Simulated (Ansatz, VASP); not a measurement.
# One calculation of AlGa, two programs

The input INCAR:

```
SYSTEM = AlGa
ALGO = Normal
EDIFF = 1E-7
ENCUT = 520
GGA = PE
ISIF = 2
ISMEAR = 0
LASPH = .TRUE.
LCHARG = .FALSE.
LREAL = .FALSE.
LWAVE = .FALSE.
NBANDS = 15
NELM = 80
PREC = Accurate
SIGMA = 0.1
```

Contents of KPOINTS:

```
k-points
0
G
  6 6 6
  0 0 0
```

The input POSCAR:

```
AlGa
1.0
    1.4666041000      0.8467443000      4.6903840000
   -1.4666041000      0.8467443000      4.6903840000
    0.0000000000     -1.6934885000      4.6903840000
Al Ga
1 1
Direct
    0.0000000000      0.0000000000      0.0000000000
    0.5000000000      0.5000000000      0.5000000000
```

Input for Ansatz:

```yaml
crystal:
  lattice:
    - [1.4666041, 0.8467443, 4.690384]
    - [-1.4666041, 0.8467443, 4.690384]
    - [0.0, -1.6934885, 4.690384]
  atoms:
    - { symbol: Al, position: [0.0, 0.0, 0.0] }
    - { symbol: Ga, position: [0.5, 0.5, 0.5] }
basis:
  ecutwfc: 420
kpoints:
  mp_grid: { grid: [6, 6, 6] }
hamiltonian:
  xc: pbe
scf:
  occupations: { method: gaussian, width: 0.1 }
  lower_state_search: "off"
output:
  forces: true
  stress: true
  eigenvalues: true
```

Alike in both runs: task single point; functional PBE; k mesh 6 × 6 × 6; occupations gaussian, width 0.1 eV; no spin polarisation.

|  | VASP | Ansatz |
| --- | --- | --- |
| version | VASP 6.6.1 | Ansatz 0.2.0 |
| potentials or method | VASP PAW PBE potentials, release 64 (Al, Ga_d), cutoff 520 eV | scalar-relativistic, plane waves, PAW |
| valence electrons in the cell | 16 | 16 |

|  | VASP | Ansatz | Ansatz less VASP |
| --- | --- | --- | --- |
| gap on the k mesh at the Fermi level (eV) | none | none | - |
| pressure (GPa) | -0.1 | -0.1 | -0.03 |
| traceless stress, the component that is largest in VASP (GPa) | 2.77 | 2.77 | -0.003 |

A gap of «none» marks a metal or a gap that the smearing closes.

The k mesh is coarse, so the values compare programs but aren't converged.
